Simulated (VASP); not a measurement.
# Al (a cell with a defect) in VASP: further runs

Runs on Al (a cell with a defect). Level: PBE. Tasks: single point, relaxation of the atoms.

Program: VASP 6.6.1. These are calculated values, not measurements. Logs are shortened: lines on timing, memory, paths and dates and some standing lists are left out, and cuts for length are marked.

## (1) The cell of the first run

The cell holds a defect, 11 atoms: a = 8.591 Å, b = 5.727 Å, c = 5.727 Å, α = 60.00°, β = 60.00°, γ = 60.00°.

## (2) Single point, PBE

The input, INCAR:

```
PREC = Accurate ; ENCUT = 400
EDIFF = 1E-6 ; ISMEAR = -1
SIGMA = 0.1 ; LREAL = False
LASPH = True ; NELM = 120
ALGO = Normal ; ISIF = 2
LWAVE = False ; LCHARG = True
GGA = PE ; LELF = True
LVHAR = True ; NBANDS = 28
GGA_COMPAT = False
```

The input, KPOINTS:

```
Automatic mesh
0
Gamma
  2 3 3
```

The input, POSCAR:

```
Al
1.0
    0.0000000000      6.0744150000      6.0744150000
    4.0496100000      0.0000000000      4.0496100000
    4.0496100000      4.0496100000      0.0000000000
Al
11
Direct
    0.0000000000      0.0000000000      0.5000000000
    0.0000000000      0.5000000000      0.0000000000
    0.0000000000      0.5000000000      0.5000000000
    0.3331049286     -0.0016592753     -0.0016592753
    0.3231643861      0.0042411706      0.5104106854
    0.3231643861      0.5104106854      0.0042411706
    0.3338256920      0.4995004688      0.4995004688
    0.6668950714      0.0016592753      0.0016592753
    0.6768356139     -0.0042411706      0.4895893146
    0.6768356139      0.4895893146     -0.0042411706
    0.6661743080      0.5004995312      0.5004995312
```

Potentials or basis: VASP PAW PBE potentials, release 64 (Al).

Started as:

```bash
> cat potpaw_PBE.64/Al/POTCAR > POTCAR
> mpirun -np 1 vasp_std > vasp.out
```

OUTCAR:

```text
PREC = Accurate
   ENCUT = 400
   EDIFF = 1E-6
   ISMEAR = -1
   LREAL = False
   LASPH = True
   NELM = 120
   ISIF = 2
   GGA = PE

 ion  position               nearest neighbor table
   1  0.000  0.000  0.500-   5 2.82   9 2.82   3 2.86   2 2.86   2 2.86   3 2.86  11 2.87   7 2.87
                             4 2.87   8 2.87
   2  0.000  0.500  0.000-   6 2.82  10 2.82   3 2.86   1 2.86   3 2.86   1 2.86   7 2.87  11 2.87
                             8 2.87   4 2.87
   3  0.000  0.500  0.500-   5 2.81   6 2.81   9 2.81  10 2.81   1 2.86   2 2.86   2 2.86   1 2.86
                             7 2.86  11 2.86
   4  0.333  0.998  0.998-   5 2.82   6 2.82   7 2.86   7 2.86   1 2.87   2 2.87   8 2.89   6 2.91
                             5 2.91   9 2.93  10 2.93
   5  0.323  0.004  0.510-   3 2.81   1 2.82   4 2.82   6 2.83   7 2.85   7 2.88   6 2.90   4 2.91
                            11 2.92   8 2.93   9 2.96
   6  0.323  0.510  0.004-   3 2.81   2 2.82   4 2.82   5 2.83   7 2.85   7 2.88   5 2.90   4 2.91
                            11 2.92   8 2.93  10 2.96
   7  0.334  0.500  0.500-   5 2.85   6 2.85  11 2.86   4 2.86   4 2.86   3 2.86   1 2.87   2 2.87
                             5 2.88   6 2.88  10 2.92   9 2.92
   8  0.667  0.002  0.002-   9 2.82  10 2.82  11 2.86  11 2.86   2 2.87   1 2.87   4 2.89  10 2.91
                             9 2.91   5 2.93   6 2.93
   9  0.677  0.996  0.490-   3 2.81   1 2.82   8 2.82  10 2.83  11 2.85  11 2.88  10 2.90   8 2.91
                             7 2.92   4 2.93   5 2.96
  10  0.677  0.490  0.996-   3 2.81   2 2.82   8 2.82   9 2.83  11 2.85  11 2.88   9 2.90   8 2.91
                             7 2.92   4 2.93   6 2.96
  11  0.666  0.500  0.500-   9 2.85  10 2.85   7 2.86   8 2.86   8 2.86   3 2.86   2 2.87   1 2.87
                            10 2.88   9 2.88   6 2.92   5 2.92

  LATTYP: Found a face centered orthorhombic cell.
 ALAT       =     5.7270133843
 B/A-ratio  =     1.7320508076
 C/A-ratio  =     2.4494897428

  Lattice vectors:

 A1 = (   0.0000000000,   6.0744150000,   6.0744150000)
 A2 = (  -4.0496100000,   2.0248050000,   6.0744150000)
 A3 = (   4.0496100000,   0.0000000000,   4.0496100000)

Analysis of symmetry for initial positions (statically):
=====================================================================
 Subroutine PRICEL returns:
 Original cell was already a primitive cell.

 Routine SETGRP: Setting up the symmetry group for a
 face centered orthorhombic supercell.

 Subroutine GETGRP returns: Found  4 space group operations
 (whereof  4 operations were pure point group operations)
 out of a pool of  8 trial point group operations.
[... 130 lines left out ...]
   NELECT =      33.0000    total number of electrons
   NUPDOWN=      -1.0000    fix difference up-down
   EMIN   =  10.00;   EMAX   =-10.00  energy-range for DOS
   EFERMI =   0.00;   METHOD = LEGACY
   ISMEAR =    -1;   SIGMA  =   0.10  broadening in eV -4-tet -1-fermi 0-gaus
   EFERMI_NEDOS =   21; number of points for ismear=-14 and -15
   IALGO  =     38    algorithm
   IMIX   =      4    mixing-type and parameters
     AMIX     =   0.40;   BMIX     =  1.00
     AMIX_MAG =   1.60;   BMIX_MAG =  1.00
  volume/ion in A,a.u.               =      18.11       122.23
  Fermi-wavevector in a.u.,A,eV,Ry     =   0.899068  1.698992 10.997905  0.808323
  Thomas-Fermi vector in A             =   2.021856
   LORBIT       =      0    0 simple, 1 ext, 2 COOP (PROOUT), +10 PAW based schemes
   GGA     = PE    functional components
   LHFCALC =     F    Hartree Fock is set to
   AEXX    =    0.0000 exact exchange contribution
   IVDW    =     0    specifies the selected vdW correction
   LEPSILON=     F    determine dielectric tensor
   LRPA    =     F    only Hartree local field effects (RPA)
 non-spin polarized calculation
  energy-cutoff  :      400.00
  volume of cell :      199.23
 maximum number of plane-waves:      3638
 NGX is ok and might be reduce to    56
   NGX = 27   NGY = 19   NGZ = 19

 number of electron      33.0000000 magnetization

 Free energy of the ion-electron system (eV)
  ---------------------------------------------------
  ext. energy  EPLUGINS =         0.00000000
  ---------------------------------------------------
  free energy    TOTEN  =       -41.07744221 eV

  energy without entropy =      -40.88302375  energy(sigma->0) =      -40.98023298

 E-fermi :   6.7680     XC(G=0):  -9.7913

 val. band max:        6.7448495607   @ k =   0.5000   0.3333   0.3333
 cond. band min:       6.8064960523   @ k =   0.5000   0.3333   0.3333
 fundamental gap:      0.0616464916
 Fermi energy:         6.7680076127

 k-point     1 :       0.0000    0.0000    0.0000
  band No.  band energies     occupation
      1      -3.6781      2.00000
      2      -0.8668      2.00000
      3      -0.4706      2.00000
      4       2.0845      2.00000
      5       2.1080      2.00000
      6       2.5537      2.00000
[... 237 lines left out ...]
     27      10.5092      0.00000
     28      10.6651      0.00000

------------------------ aborting loop because EDIFF is reached ----------------------------------------

  FORCE on cell =-STRESS in cart. coord.  units (eV):
  Direction    XX          YY          ZZ          XY          YZ          ZX
  --------------------------------------------------------------------------------------
  -------------------------------------------------------------------------------------
  Total       -3.4176485     -2.4576832     -2.4576832      0.5755812      0.0590385      0.5755812
  in kB      -27.4838216    -19.7640360    -19.7640360      4.6286711      0.4747723      4.6286711
  external PRESSURE =     -22.3372978 kB  Pullay stress =       0.0000000 kB

 VOLUME and BASIS-vectors are now :
 -----------------------------------------------------------------------------
  energy-cutoff  :      400.00
  volume of cell :      199.23
      direct lattice vectors                 reciprocal lattice vectors
     0.000000000  6.074415000  6.074415000    -0.082312453  0.082312453  0.082312453
     4.049610000  0.000000000  4.049610000     0.123468680 -0.123468680  0.123468680
     4.049610000  4.049610000  0.000000000     0.123468680  0.123468680 -0.123468680

 POSITION                                       TOTAL-FORCE (eV/Angst)
 -----------------------------------------------------------------------------------
      2.02481      2.02481      0.00000         0.000000      0.000000      0.000000
      2.02481      0.00000      2.02481         0.000000      0.000000      0.000000
      4.04961      2.02481      2.02481         0.000000     -0.000000      0.000000
      8.08578      6.06631      6.06631        -0.006475      0.003495      0.003495
      2.08414      4.03000      1.98021         0.004359     -0.001394     -0.003093
      2.08414      1.98021      4.03000         0.004359     -0.003093     -0.001394
      4.04556      4.05058      4.05058        -0.001038     -0.000073     -0.000073
      0.01344      4.05772      4.05772         0.006475     -0.003495     -0.003495
      6.01508      6.09403      8.14382        -0.004359      0.001394      0.003093
      6.01508      8.14382      6.09403        -0.004359      0.003093      0.001394
      4.05366      6.07345      6.07345         0.001038      0.000073      0.000073
 -----------------------------------------------------------------------------------
    total drift:                               -0.000000     -0.000000     -0.000000

  FREE ENERGIE OF THE ION-ELECTRON SYSTEM (eV)
  ---------------------------------------------------
  free  energy   TOTEN  =       -41.0774422097 eV

  energy  without entropy=      -40.8830237548  energy(sigma->0) =      -40.98023298
```

OSZICAR:

```text
N       E                     dE             d eps       ncg     rms          rms(c)
DAV:   1     0.287843943525E+02    0.28784E+02   -0.95707E+03   448   0.754E+02
DAV:   2    -0.383861630069E+02   -0.67171E+02   -0.61837E+02   552   0.111E+02
DAV:   3    -0.413568013332E+02   -0.29706E+01   -0.28932E+01   560   0.203E+01
DAV:   4    -0.413989818237E+02   -0.42180E-01   -0.42111E-01   556   0.297E+00
DAV:   5    -0.413998575449E+02   -0.87572E-03   -0.87568E-03   556   0.452E-01    0.420E+00
DAV:   6    -0.411796755016E+02    0.22018E+00   -0.14404E-01   556   0.134E+00    0.245E+00
DAV:   7    -0.410811345556E+02    0.98541E-01   -0.13871E-01   536   0.135E+00    0.422E-01
DAV:   8    -0.410776205194E+02    0.35140E-02   -0.13049E-02   540   0.475E-01    0.249E-01
DAV:   9    -0.410774189176E+02    0.20160E-03   -0.59420E-04   564   0.107E-01    0.129E-01
DAV:  10    -0.410774391480E+02   -0.20230E-04   -0.89065E-05   540   0.355E-02    0.266E-02
DAV:  11    -0.410774426180E+02   -0.34700E-05   -0.14549E-05   552   0.148E-02    0.551E-03
DAV:  12    -0.410774422097E+02    0.40823E-06   -0.15226E-06   388   0.512E-03
   1 F= -.41077442E+02 E0= -.40980233E+02  d E =-.194418E+00
```

stdout:

```text
POSCAR found type information on POSCAR Al
 POSCAR found :  1 types and      11 ions
 scaLAPACK will be used
 LDA part: xc-table for (Slater+PW92), standard interpolation
 POSCAR, INCAR and KPOINTS ok, starting setup
 FFT: planning ... GRIDC
 FFT: planning ... GRID_SOFT
 FFT: planning ... GRID
 WAVECAR not read
 entering main loop
```

Wall time 25 s (1 thread of Intel Xeon Platinum 8488C (Sapphire Rapids), shared host); peak memory 0.25 GiB.

Results:

| Property | Result |
| --- | --- |
| Free energy | -41.0774 eV |
| Pressure | -2.2 GPa |
| Largest force | 0.008 eV/Å |
| Band gap on the k mesh | zero (an odd number of electrons rules out a gap without spin polarisation) |

Forces in eV/Å, atoms in the order of the input:
```
Al   0.000  0.000  0.000
Al   0.000  0.000  0.000
Al   0.000  0.000  0.000
Al  -0.006  0.003  0.003
Al   0.004 -0.001 -0.003
Al   0.004 -0.003 -0.001
Al  -0.001  0.000  0.000
Al   0.006 -0.003 -0.003
Al  -0.004  0.001  0.003
Al  -0.004  0.003  0.001
Al   0.001  0.000  0.000
```

Caveat: the k points lie up to 0.45 Å⁻¹ apart, too coarse for converged energies and pressures of a metal.

## (3) Relaxation of the atoms, PBE

The input, INCAR:

```
SYSTEM = Al
PREC = Accurate ; ENCUT = 450
EDIFF = 1E-7 ; ISMEAR = -1
SIGMA = 0.1 ; LREAL = .False.
LASPH = .True. ; NELM = 120
ALGO = Normal ; ISIF = 2
LWAVE = .False. ; LCHARG = .False.
GGA = PE ; IBRION = 2
NSW = 60 ; EDIFFG = -0.03
GGA_COMPAT = .False. ; NELMIN = 4
```

The input, KPOINTS:

```
Automatic mesh
0
Gamma
  2 3 3
  0 0 0
```

The input, POSCAR:

```
Al
1.0
    0.0000000000      6.0744150000      6.0744150000
    4.0496100000      0.0000000000      4.0496100000
    4.0496100000      4.0496100000      0.0000000000
Al
11
Direct
    0.0000000000      0.0000000000      0.5000000000
    0.0000000000      0.5000000000      0.0000000000
    0.0000000000      0.5000000000      0.5000000000
    0.3333333333      0.0000000000      0.0000000000
    0.3333333333      0.0000000000      0.5000000000
    0.3333333333      0.5000000000      0.0000000000
    0.3333333333      0.5000000000      0.5000000000
    0.6666666667      0.0000000000      0.0000000000
    0.6666666667      0.0000000000      0.5000000000
    0.6666666667      0.5000000000      0.0000000000
    0.6666666667      0.5000000000      0.5000000000
```

Potentials or basis: VASP PAW PBE potentials, release 64 (Al).

Started as:

```bash
> cat potpaw_PBE.64/Al/POTCAR > POTCAR
> mpirun -np 1 vasp_std > vasp.out
```

It took 84 s on 1 thread of Intel Xeon Platinum 8488C (Sapphire Rapids), shared host; peak memory 0.28 GiB.

Results (log left out):

| Quantity | Value |
| --- | --- |
| Free energy | -41.0807 eV |
| Energy gained by relaxing | 5.0 meV/atom |
| Ionic steps | 7 |
| Pressure after relaxing | -2.2 GPa |
| Largest force after relaxing | 0.018 eV/Å |
| Band gap on the k mesh | zero (an odd number of electrons rules out a gap without spin polarisation) |

Forces on the atoms (eV/Å):
```
Al   0.000  0.000  0.000
Al   0.000  0.000  0.000
Al   0.000  0.000  0.000
Al  -0.008  0.011  0.011
Al   0.007  0.012  0.002
Al   0.007  0.002  0.012
Al  -0.001 -0.007 -0.007
Al   0.008 -0.011 -0.011
Al  -0.007 -0.012 -0.002
Al  -0.007 -0.002 -0.012
Al   0.001  0.007  0.007
```

Stress tensor (GPa, compression positive):
```
-2.73  0.46  0.46
 0.46 -1.97  0.05
 0.46  0.05 -1.97
```

Step by step:
| step | energy change (eV) | largest force (eV/Å) | pressure (GPa) |
| --- | --- | --- | --- |
| 1 | 0.0000 | 0.3398 | -2.03 |
| 2 | -0.0240 | 0.2522 | -2.11 |
| 3 | -0.0487 | 0.0840 | -2.21 |
| 4 | -0.0488 | 0.0889 | -2.22 |
| 5 | -0.0515 | 0.0721 | -2.22 |
| 6 | -0.0541 | 0.0420 | -2.22 |
| 7 | -0.0550 | 0.0178 | -2.22 |

Final structure:
```
Al
1.0
     0.00000    6.07442    6.07442
     4.04961    0.00000    4.04961
     4.04961    4.04961    0.00000
Al
11
Direct
  0.00000 0.00000 0.50000
  0.00000 0.50000 0.00000
  0.00000 0.50000 0.50000
  0.33273 0.99797 0.99797
  0.32299 0.00419 0.50974
  0.32299 0.50974 0.00419
  0.33410 0.49920 0.49920
  0.66727 0.00203 0.00203
  0.67701 0.99581 0.49026
  0.67701 0.49026 0.99581
  0.66590 0.50080 0.50080
```

Levels at points of the mesh, in eV from the Fermi level:
| k point | band 15 | band 16 | band 17 | band 18 | band 19 | band 20 |
| --- | --- | --- | --- | --- | --- | --- |
| (0.00, 0.00, 0.00) | -1.55 | -1.32 | -0.37 | 0.95 | 1.15 | 1.45 |
| (0.50, 0.00, 0.00) | -1.73 | -1.62 | -1.46 | -1.06 | -0.99 | 0.42 |

Caveat: the k points lie up to 0.45 Å⁻¹ apart, too coarse for converged energies and pressures of a metal.
